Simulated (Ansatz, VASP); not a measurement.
One calculation of Ti, two programs

```
Ti
1.0
    -1.61453    1.61453    1.69525
     1.61453   -1.61453    1.69525
     1.61453    1.61453   -1.69525
Ti
1
Cartesian
  0.0000 0.0000 0.0000
```

Alike in both runs: task single point; functional PBE; k mesh 22 × 22 × 22; occupations gaussian, width 0.15 eV; no spin polarisation.

```csv
,VASP,Ansatz
version,VASP 6.6.1,Ansatz 0.2.0
potentials or method,"VASP PAW PBE potentials, release 64 (Ti_sv), cutoff 520 eV","scalar-relativistic, plane waves, PAW"
valence electrons in the cell,12,12
```

|  | VASP | Ansatz | Ansatz less VASP |
| --- | --- | --- | --- |
| gap on the k mesh at the Fermi level (eV) | none | none | - |
| pressure (GPa) | -2.6 | -2.3 | +0.23 |
| traceless stress, the component that is largest in VASP (GPa) | 0.71 | 0.70 | -0.003 |

A gap of «none» marks a metal or a gap that the smearing closes. With one functional, cell and mesh, what is left measures potentials, basis and numerics.
